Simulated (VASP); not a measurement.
A run of VASP 6.6.1:

File INCAR:

```
SYSTEM = Al
PREC = Accurate ; ENCUT = 520
EDIFF = 1E-6 ; ISMEAR = -1
SIGMA = 0.08 ; LREAL = .FALSE.
LASPH = .TRUE. ; NELM = 80
ALGO = Normal ; ISIF = 2
LWAVE = .FALSE. ; LCHARG = .TRUE.
GGA = PE ; LELF = .TRUE.
LVHAR = .TRUE. ; NBANDS = 8
```

KPOINTS

```
Automatic mesh
0
G
  22 22 22
  0 0 0
```

POSCAR

```
Al
1.0
    0.0000000000      1.5144259384      1.5144259384
    1.5144259384      0.0000000000      1.5144259384
    1.5144259384      1.5144259384      0.0000000000
Al
1
Direct
    0.0000000000      0.0000000000      0.0000000000
```

Potentials or basis: VASP PAW PBE potentials, release 64 (Al).

The run is started by

```sh
$ cat potpaw_PBE.64/Al/POTCAR > POTCAR
$ mpirun -np 1 vasp_std > vasp.out
```

Hardware: 1 thread of Intel Xeon 8259CL, with other jobs on the host.

Q: How long does it take, and how much memory?

A: Wall time 33 s on 1 thread of Intel Xeon 8259CL, with other jobs on the host, peak memory 0.09 GiB. Counts: scf iterations 11, k points 328.
